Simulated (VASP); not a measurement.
A run of VASP 6.6.1 is set up as follows.

File INCAR:

```
SYSTEM = Sb
PREC = Accurate ; ENCUT = 520
EDIFF = 1E-6 ; ISMEAR = -1
SIGMA = 0.1 ; LREAL = .False.
LASPH = .True. ; NELM = 100
ALGO = Normal ; ISIF = 2
LWAVE = .False. ; LCHARG = .False.
GGA = RP ; NBANDS = 12
```

Contents of KPOINTS:

```
Automatic mesh
0
Gamma
  14 14 14
  0 0 0
```

POSCAR

```
Sb
1.0
    2.2287269990      1.2867561328      4.0349559403
   -2.2287269990      1.2867561328      4.0349559403
    0.0000000000     -2.5735122656      4.0349559404
Sb
2
Direct
    0.2303412899      0.2303412899      0.2303412899
    0.7696587101      0.7696587101      0.7696587101
```

Potentials or basis: VASP PAW PBE potentials, release 64 (Sb).

Command:

```bash
$ cat potpaw_PBE.64/Sb/POTCAR > POTCAR
$ mpirun -np 1 vasp_std > vasp.out
```

Task: Estimate the pressure.

Result: -1.6 GPa.

Task: What does it give for the band gap on the k mesh?

Result: Zero (bands 5 and 6 overlap by 0.17 eV).

Task: What does it give for the largest force?

Result: 0.168 eV/Å.

Stress tensor (GPa, compression positive):
```
-1.76  0.00  0.00
 0.00 -1.76  0.00
 0.00  0.00 -1.23
```

Caveat: the PAW data sets were made with another functional, which shifts forces and pressure a little; spin-orbit coupling is left out, which moves the levels of the heavy elements.
